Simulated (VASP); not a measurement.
Wanted: the native input for a VASP 6.6.1 run.

```yaml
Task: single point
Functional: PBE
Dispersion: D3(BJ)
Potentials_or_basis: VASP PAW PBE potentials, release 64 (Mn_pv, S)
Cutoff: 520 eV
k_mesh: 9 × 9 × 9
Occupations: fermi-dirac, width 0.05 eV
Spin: collinear spin, ferromagnetic start
Starting_moments: "[4.0, 0.0] μB"
Dipole_correction: no
Further_INCAR_settings: ALGO = Normal; EDIFF = 1e-06; NBANDS = 20
```

The structure of MnS lies in POSCAR:

```
MnS
1.0
    0.0000000000      2.6555815960      2.6555815960
    2.6555815960      0.0000000000      2.6555815960
    2.6555815960      2.6555815960      0.0000000000
Mn S
1 1
Direct
    0.0000000000      0.0000000000      0.0000000000
    0.5000000000      0.5000000000      0.5000000000
```

One way to write it, as run:

INCAR

```
  ALGO = Normal
  EDIFF = 1E-6
  ENCUT = 520
  GGA = PE
  ISIF = 2
  ISMEAR = -1
  ISPIN = 2
  IVDW = 12
  LASPH = T
  LCHARG = F
  LMAXMIX = 4
  LORBIT = 11
  LREAL = F
  LWAVE = F
  MAGMOM = 4 0
  NBANDS = 20
  NELM = 150
  PREC = Accurate
  SIGMA = 0.05
```

KPOINTS

```
k-points
0
Gamma
  9 9 9
```

Potentials or basis: VASP PAW PBE potentials, release 64 (Mn_pv, S).

Run with:

```bash
$ cat potpaw_PBE.64/Mn_pv/POTCAR potpaw_PBE.64/S/POTCAR > POTCAR
$ mpirun -np 1 vasp_std > vasp.out
```

Results of the run:

The pressure is -9.0 GPa and the net moment is 4.83 μB per cell. The site moments are Mn +4.35; S +0.11 μB and the valence electrons inside the program's atomic spheres are Mn 11.26; S 3.71. The dispersion energy per atom is -0.385 eV.

Caveat: the cell stands under tension; a cell with one magnetic atom can't hold antiferromagnetic order, which such compounds often take.

Run time: 31 s on 1 thread of Intel(R) Xeon(R) Platinum 8488C (Sapphire Rapids) (shared host), peak memory 0.2 GiB.
